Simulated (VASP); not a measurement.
Write the native input for VASP 6.6.1 that does the following.

```yaml
Task: single point
Functional: PBE
Potentials_or_basis: VASP PAW PBE potentials, release 64 (Sn_d, Ge_d, Te)
Cutoff: 520 eV
k_mesh: 10 × 10 × 8
Occupations: gaussian, width 0.1 eV
Spin: no spin polarisation
Dipole_correction: no
Further_INCAR_settings: ALGO = Normal; EDIFF = 1e-06; NBANDS = 28
```

The structure of SnGeTe2 lies in POSCAR:

```
SnGeTe2
1.0
    4.4029257000      0.0000000000      0.0000000000
    0.0000000000      4.4029257000      0.0000000000
    0.0000000000      0.0000000000      6.2241836000
Sn Ge Te
1 1 2
Direct
    0.5000000000      0.5000000000      0.5000000000
    0.0000000000      0.0000000000      0.0000000000
    0.0000000000      0.0000000000      0.5000000000
    0.5000000000      0.5000000000      0.0000000000
```

The input as run:

INCAR

```
PREC = Accurate
ENCUT = 520
EDIFF = 1E-6
ISMEAR = 0
SIGMA = 0.1
LREAL = F
LASPH = T
NELM = 60
ALGO = Normal
ISIF = 2
LWAVE = F
LCHARG = F
GGA = PE
NBANDS = 28
```

KPOINTS

```
Automatic mesh
0
Gamma
  10 10 8
```

Potentials or basis: VASP PAW PBE potentials, release 64 (Sn_d, Ge_d, Te).

Command:

```console
$ cat potpaw_PBE.64/Sn_d/POTCAR potpaw_PBE.64/Ge_d/POTCAR potpaw_PBE.64/Te/POTCAR > POTCAR
$ mpirun -np 1 vasp_std > vasp.out
```

Results of the run:

- Pressure: -0.1 GPa

Run time: 2.5 min on 1 thread of Intel(R) Xeon(R) 6975P-C (Granite Rapids), on a shared host, peak memory 0.5 GiB.
